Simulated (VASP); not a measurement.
# MoSe (F-43m) in VASP: single point with r2SCAN+U

Aim: the single point of MoSe with r2SCAN+U.

Everything below comes from runs of VASP 6.6.1. Logs are shortened: lines on timing, memory, paths and dates and some standing lists are left out, and cuts for length are marked.

## Step 1: The cell of the first run

Symmetry: F-43m, No. 216, cubic system. Conventional cell: a = 5.776 Å, b = 5.776 Å, c = 5.776 Å, α = 90.00°, β = 90.00°, γ = 90.00°. Mo (site symmetry -43m) has 4 Se at 2.50 Å within 3.3 Å. Within 3.3 Å of Se (site symmetry -43m) lie 4 Mo at 2.50 Å.

## Step 2: Single point, r2SCAN+U, collinear spin

Input file POSCAR:

```
MoSe
1.0
    0.0000000000      2.8878344206      2.8878344206
    2.8878344206      0.0000000000      2.8878344206
    2.8878344206      2.8878344206      0.0000000000
Mo Se
1 1
Direct
    0.0000000000      0.0000000000      0.0000000000
    0.2500000000      0.2500000000      0.2500000000
```

Input file INCAR.step1:

```
ALGO = Normal
EDIFF = 1E-4
ENCUT = 520
GGA = PE
ISMEAR = 0
ISPIN = 2
LASPH = T
LCHARG = F
LDAU = T
LDAUJ = 0 0
LDAUL = 2 -1
LDAUTYPE = 2
LDAUU = 4.38 0
LMAXMIX = 4
LREAL = F
LWAVE = T
MAGMOM = 2 0
NBANDS = 21
NELM = 150
PREC = Accurate
SIGMA = 0.1
```

Input file INCAR.step2:

```
ALGO = Normal
EDIFF = 1E-6
ENCUT = 520
ISIF = 2
ISMEAR = 0
ISPIN = 2
ISTART = 1
LASPH = T
LCHARG = F
LDAU = T
LDAUJ = 0 0
LDAUL = 2 -1
LDAUPRINT = 1
LDAUTYPE = 2
LDAUU = 4.38 0
LMAXMIX = 4
LMIXTAU = T
LORBIT = 11
LREAL = F
LWAVE = F
MAGMOM = 2 0
METAGGA = R2SCAN
NBANDS = 21
NELM = 150
PREC = Accurate
SIGMA = 0.1
```

Input file KPOINTS:

```
k-points
0
Gamma
  12 12 12
```

Potentials or basis: VASP PAW PBE potentials, release 64 (Mo_sv, Se).

Started as:

```bash
$ cat potpaw_PBE.64/Mo_sv/POTCAR potpaw_PBE.64/Se/POTCAR > POTCAR
$ cp INCAR.step1 INCAR
$ mpirun -np 1 vasp_std > vasp.out
$ cp INCAR.step2 INCAR
$ mpirun -np 1 vasp_std > vasp.out
```

OUTCAR:

```text
EDIFF = 1E-6
   ENCUT = 520
   ISIF = 2
   ISMEAR = 0
   ISPIN = 2
   ISTART = 1
   LASPH = T
   LORBIT = 11
   LREAL = F
   METAGGA = R2SCAN
   NELM = 150
   PREC = Accurate

 ion  position               nearest neighbor table
   1  0.000  0.000  0.000-   2 2.50   2 2.50   2 2.50   2 2.50
   2  0.250  0.250  0.250-   1 2.50   1 2.50   1 2.50   1 2.50

  LATTYP: Found a face centered cubic cell.
 ALAT       =     5.7756688412

  Lattice vectors:

 A1 = (   0.0000000000,   2.8878344206,   2.8878344206)
 A2 = (   2.8878344206,   0.0000000000,   2.8878344206)
 A3 = (   2.8878344206,   2.8878344206,   0.0000000000)

Analysis of symmetry for initial positions (statically):
=====================================================================
 Subroutine PRICEL returns:
 Original cell was already a primitive cell.

 Routine SETGRP: Setting up the symmetry group for a
 face centered cubic supercell.

 Subroutine GETGRP returns: Found 24 space group operations
 (whereof 24 operations were pure point group operations)
 out of a pool of 48 trial point group operations.

The static configuration has the point symmetry T_d .

Analysis of symmetry for dynamics (positions and initial velocities):
=====================================================================
 Subroutine PRICEL returns:
 Original cell was already a primitive cell.

 Routine SETGRP: Setting up the symmetry group for a
 face centered cubic supercell.

 Subroutine GETGRP returns: Found 24 space group operations
 (whereof 24 operations were pure point group operations)
 out of a pool of 48 trial point group operations.

The dynamic configuration has the point symmetry T_d .

Analysis of structural, dynamic, and magnetic symmetry:
=====================================================================
 Subroutine PRICEL returns:
 Original cell was already a primitive cell.

 Routine SETGRP: Setting up the symmetry group for a
 face centered cubic supercell.

 Subroutine GETGRP returns: Found 24 space group operations
 (whereof 24 operations were pure point group operations)
 out of a pool of 48 trial point group operations.

The overall configuration has the point symmetry T_d .

 Subroutine INISYM returns: Found 24 space group operations
 (whereof 24 operations are pure point group operations),
 and found     1 'primitive' translations

----------------------------------------------------------------------------------------

                                     Primitive cell

  volume of cell :      48.1667

  direct lattice vectors                    reciprocal lattice vectors
     0.000000000  2.887834421  2.887834421    -0.173140121  0.173140121  0.173140121
     2.887834421  0.000000000  2.887834421     0.173140121 -0.173140121  0.173140121
     2.887834421  2.887834421  0.000000000     0.173140121  0.173140121 -0.173140121

  length of vectors
     4.084014604  4.084014604  4.084014604     0.299887486  0.299887486  0.299887486

  position of ions in fractional coordinates (direct lattice)
     0.000000000  0.000000000  0.000000000
     0.250000000  0.250000000  0.250000000

  ion indices of the primitive-cell ions
   primitive index   ion index
                 1           1
                 2           2

----------------------------------------------------------------------------------------

 KPOINTS: k-points

[... 65 lines left out ...]
   ENCUT  =  520.0 eV  38.22 Ry    6.18 a.u.   7.59  7.59  7.59*2*pi/ulx,y,z
   NELM   =    150;   NELMIN=  2; NELMDL=  0     # of ELM steps
   EDIFF  = 0.1E-05   stopping-criterion for ELM
   LREAL  =      F    real-space projection
   EDIFFG = 0.1E-04   stopping-criterion for IOM
   NSW    =      0    number of steps for IOM
   IBRION =     -1    ionic relax: 0-MD 1-quasi-New 2-CG
   NFREE  =      0    steps in history (QN), initial steepest desc. (CG)
   ISIF   =      2    stress and relaxation
   ISYM   =      2    0-nonsym 1-usesym 2-fastsym
   POTIM  = 0.5000    time-step for ionic-motion
   TEBEG  =    0.0;   TEEND  =   0.0 temperature during run
   PSTRESS=    0.0 pullay stress
   NELECT =      20.0000    total number of electrons
   NUPDOWN=      -1.0000    fix difference up-down
   EMIN   =  10.00;   EMAX   =-10.00  energy-range for DOS
   EFERMI =   0.00;   METHOD = LEGACY
   ISMEAR =     0;   SIGMA  =   0.10  broadening in eV -4-tet -1-fermi 0-gaus
   EFERMI_NEDOS =   21; number of points for ismear=-14 and -15
   IALGO  =     38    algorithm
   IMIX   =      4    mixing-type and parameters
     AMIX     =   0.40;   BMIX     =  1.00
     AMIX_MAG =   1.60;   BMIX_MAG =  1.00
  volume/ion in A,a.u.               =      24.08       162.52
  Fermi-wavevector in a.u.,A,eV,Ry     =   1.221338  2.307994 20.295356  1.491667
  Thomas-Fermi vector in A             =   2.356524
   LORBIT       =     11    0 simple, 1 ext, 2 COOP (PROOUT), +10 PAW based schemes
 LDA+U is selected, type is set to LDAUTYPE =  2
   angular momentum for each species LDAUL =     2   -1
   U (eV)           for each species LDAUU =   4.4  0.0
   J (eV)           for each species LDAUJ =   0.0  0.0
   METAGGA = R2SCAN    functional components
   LHFCALC =     F    Hartree Fock is set to
   AEXX    =    0.0000 exact exchange contribution
   IVDW    =     0    specifies the selected vdW correction
   LEPSILON=     F    determine dielectric tensor
   LRPA    =     F    only Hartree local field effects (RPA)
 spin polarized calculation
 Gauss-broadening in eV      SIGMA  =   0.10
  energy-cutoff  :      520.00
  volume of cell :       48.17
 maximum number of plane-waves:      1316
   NGX = 15   NGY = 15   NGZ = 15

atom =   1  type =  1  l = 2

 onsite density matrix

spin component  1

  0.7099  0.0000 -0.0000 -0.0000  0.0000
  0.0000  0.7099  0.0000 -0.0000 -0.0000
 -0.0000  0.0000  0.8189 -0.0000 -0.0000
 -0.0000 -0.0000 -0.0000  0.7099 -0.0000
  0.0000 -0.0000 -0.0000 -0.0000  0.8189

spin component  2

  0.0834  0.0000 -0.0000  0.0000 -0.0000
  0.0000  0.0834 -0.0000  0.0000 -0.0000
 -0.0000 -0.0000  0.0239  0.0000 -0.0000
  0.0000  0.0000  0.0000  0.0834  0.0000
 -0.0000 -0.0000 -0.0000  0.0000  0.0239

 occupancies and eigenvectors

  o =  0.0239  v =  0.0000  0.0000  0.0000  0.0000  0.0000  0.0000 -0.0000  0.9989  0.0000  0.0466      0.0000  0.0000  0.0000  0.0000  0.0000  0.0000  0.0000  0.0000  0.0000  0.0000
  o =  0.0239  v =  0.0000  0.0000  0.0000  0.0000  0.0000 -0.0000  0.0000  0.0466  0.0000 -0.9989      0.0000  0.0000  0.0000  0.0000  0.0000  0.0000  0.0000  0.0000  0.0000  0.0000
  o =  0.0834  v =  0.0000  0.0000  0.0000  0.0000  0.0000  0.9999 -0.0120 -0.0000 -0.0111 -0.0000      0.0000  0.0000  0.0000  0.0000  0.0000  0.0000  0.0000  0.0000  0.0000  0.0000
  o =  0.0834  v =  0.0000  0.0000  0.0000  0.0000  0.0000 -0.0121 -0.9999 -0.0000 -0.0122  0.0000      0.0000  0.0000  0.0000  0.0000  0.0000  0.0000  0.0000  0.0000  0.0000  0.0000
  o =  0.0834  v =  0.0000  0.0000  0.0000  0.0000  0.0000  0.0110 -0.0124 -0.0000  0.9999  0.0000      0.0000  0.0000  0.0000  0.0000  0.0000  0.0000  0.0000  0.0000  0.0000  0.0000
  o =  0.7099  v =  1.0000  0.0000  0.0000  0.0000  0.0000  0.0000  0.0000  0.0000  0.0000  0.0000      0.0000  0.0000  0.0000  0.0000  0.0000  0.0000  0.0000  0.0000  0.0000  0.0000
  o =  0.7099  v =  0.0000  0.0544  0.0000  0.9985 -0.0000  0.0000  0.0000  0.0000  0.0000  0.0000      0.0000  0.0000  0.0000  0.0000  0.0000  0.0000  0.0000  0.0000  0.0000  0.0000
  o =  0.7099  v =  0.0000  0.9985 -0.0000 -0.0544 -0.0000  0.0000  0.0000  0.0000  0.0000  0.0000      0.0000  0.0000  0.0000  0.0000  0.0000  0.0000  0.0000  0.0000  0.0000  0.0000
  o =  0.8189  v =  0.0000  0.0000  0.9998 -0.0000  0.0202  0.0000  0.0000  0.0000  0.0000  0.0000      0.0000  0.0000  0.0000  0.0000  0.0000  0.0000  0.0000  0.0000  0.0000  0.0000
  o =  0.8189  v =  0.0000  0.0000 -0.0202  0.0000  0.9998  0.0000  0.0000  0.0000  0.0000  0.0000      0.0000  0.0000  0.0000  0.0000  0.0000  0.0000  0.0000  0.0000  0.0000  0.0000

 number of electron      20.0000000 magnetization       3.9990943

 Free energy of the ion-electron system (eV)
  ---------------------------------------------------
  ext. energy  EPLUGINS =         0.00000000
  ---------------------------------------------------
  free energy    TOTEN  =       -36.07281056 eV

  energy without entropy =      -36.06866211  energy(sigma->0) =      -36.07073633

 E-fermi :   6.3983     XC(G=0): -10.3626

 val. band max:        6.3950087207   @ k =   0.3333   0.2500   0.0000
 cond. band min:       6.4330920171   @ k =   0.5000   0.1667   0.0000
 fundamental gap:      0.0380832964
 Fermi energy:         6.3983418061

 spin component 1

 k-point     1 :       0.0000    0.0000    0.0000
  band No.  band energies     occupation
      1     -57.8329      1.00000
      2     -31.4727      1.00000
      3     -31.4727      1.00000
      4     -31.4727      1.00000
      5      -9.1672      1.00000
      6       0.0195      1.00000
[... 1145 lines left out ...]
     20      20.0407      0.00000
     21      22.8157      0.00000

 [... further k-points ...]

------------------------ aborting loop because EDIFF is reached ----------------------------------------

  FORCE on cell =-STRESS in cart. coord.  units (eV):
  Direction    XX          YY          ZZ          XY          YZ          ZX
  --------------------------------------------------------------------------------------
  -------------------------------------------------------------------------------------
  Total        5.3983175      5.3983175      5.3983175      0.0000000      0.0000000      0.0000000
  in kB      179.5651887    179.5651887    179.5651887      0.0000000      0.0000000      0.0000000
  external PRESSURE =     179.5651887 kB  Pullay stress =       0.0000000 kB

 VOLUME and BASIS-vectors are now :
 -----------------------------------------------------------------------------
  energy-cutoff  :      520.00
  volume of cell :       48.17
      direct lattice vectors                 reciprocal lattice vectors
     0.000000000  2.887834421  2.887834421    -0.173140121  0.173140121  0.173140121
     2.887834421  0.000000000  2.887834421     0.173140121 -0.173140121  0.173140121
     2.887834421  2.887834421  0.000000000     0.173140121  0.173140121 -0.173140121

 POSITION                                       TOTAL-FORCE (eV/Angst)
 -----------------------------------------------------------------------------------
      0.00000      0.00000      0.00000         0.000000      0.000000      0.000000
      1.44392      1.44392      1.44392        -0.000000     -0.000000     -0.000000
 -----------------------------------------------------------------------------------
    total drift:                                0.000000      0.000000      0.000000

  FREE ENERGIE OF THE ION-ELECTRON SYSTEM (eV)
  ---------------------------------------------------
  free  energy   TOTEN  =       -36.0728105569 eV

  energy  without entropy=      -36.0686621077  energy(sigma->0) =      -36.07073633

 total charge

# of ion       s       p       d       tot
------------------------------------------
    1        2.249   6.121   4.024  12.394
    2        1.441   2.547   0.070   4.058
--------------------------------------------------
tot          3.690   8.667   4.094  16.452

 magnetization (x)

# of ion       s       p       d       tot
------------------------------------------
    1        0.077   0.056   3.442   3.575
    2       -0.003  -0.196   0.064  -0.135
--------------------------------------------------
tot          0.074  -0.140   3.506   3.440
```

Wall time 3.9 min (1 thread of Intel Xeon 6975P-C (Granite Rapids), shared host); peak memory 0.27 GiB.

Results:

- Free energy: -36.0728 eV
- Pressure: 18.0 GPa
- Band gap on the k mesh: zero (filled and empty bands overlap)
- Net moment: 4.00 μB per cell
- Site moments: Mo +3.58; Se -0.14 μB
- Valence electrons inside the program's atomic spheres: Mo 12.39; Se 4.06

Levels at points of the mesh, in eV from the Fermi level:
Spin up:
```tsv
k point	band 9	band 10	band 11	band 12	band 13	band 14	band 15	band 16
(0.00, 0.00, 0.00)	-3.63	-3.63	0.24	2.42	2.42	2.42	6.54	6.54
(0.50, 0.00, 0.00)	-3.24	-3.24	-2.45	0.45	0.45	2.81	7.05	7.56
(0.50, 0.50, 0.00)	-3.40	-3.09	-2.45	-1.49	-1.49	4.21	5.72	9.27
```
Spin down:
```
           k point  band 6  band 7  band 8  band 9  band 10  band 11
(0.00, 0.00, 0.00)   -4.46   -4.46   -4.46    1.64     2.55     2.55
(0.50, 0.00, 0.00)   -5.89   -4.25   -4.25    2.29     2.84     2.84
(0.50, 0.50, 0.00)   -6.04   -4.12   -4.12    0.14     2.23     3.38
```

Eigenvalues of the final occupation matrices:
| site | spin | trace | eigenvalues |
| --- | --- | --- | --- |
| site 1 d | 1 | 3.77 | 0.71 0.71 0.71 0.82 0.82 |
| site 1 d | 2 | 0.30 | 0.02 0.02 0.08 0.08 0.08 |

Caveat: the cell stands under pressure; the PAW data sets were made with another functional, which shifts forces and pressure a little.

The gap in the log of VASP goes by the Fermi energy; the results here count the filled bands.